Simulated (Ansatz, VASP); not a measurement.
# Ba: VASP beside Ansatz

```
Ba
1.0
    -0.37835    2.77635    2.77635
     2.77635   -0.37835    2.77635
     2.77635    2.77635   -0.37835
Ba
1
Direct
  0.00000 0.00000 0.00000
```

Alike in both runs: task single point; functional PBEsol; k mesh 14 × 14 × 14; occupations gaussian, width 0.15 eV; no spin polarisation.

```csv
,VASP,Ansatz
version,VASP 6.6.1,Ansatz 0.2.0
potentials or method,"VASP PAW PBE potentials, release 64 (Ba_sv), cutoff 520 eV","scalar-relativistic, plane waves, PAW"
valence electrons in the cell,10,10
```

|  | VASP | Ansatz | Ansatz less VASP |
| --- | --- | --- | --- |
| gap on the k mesh at the Fermi level (eV) | none | none | - |
| pressure (GPa) | 1.5 | 1.4 | -0.17 |
| traceless stress, the component that is largest in VASP (GPa) | 1.11 | 1.09 | -0.018 |

VASP's potentials were made for PBE, not for PBEsol. A gap of «none» marks a metal or a gap that the smearing closes. The functional is the same, so the differences come from potentials, cutoffs and numerics.

Neither program's run includes spin-orbit coupling.
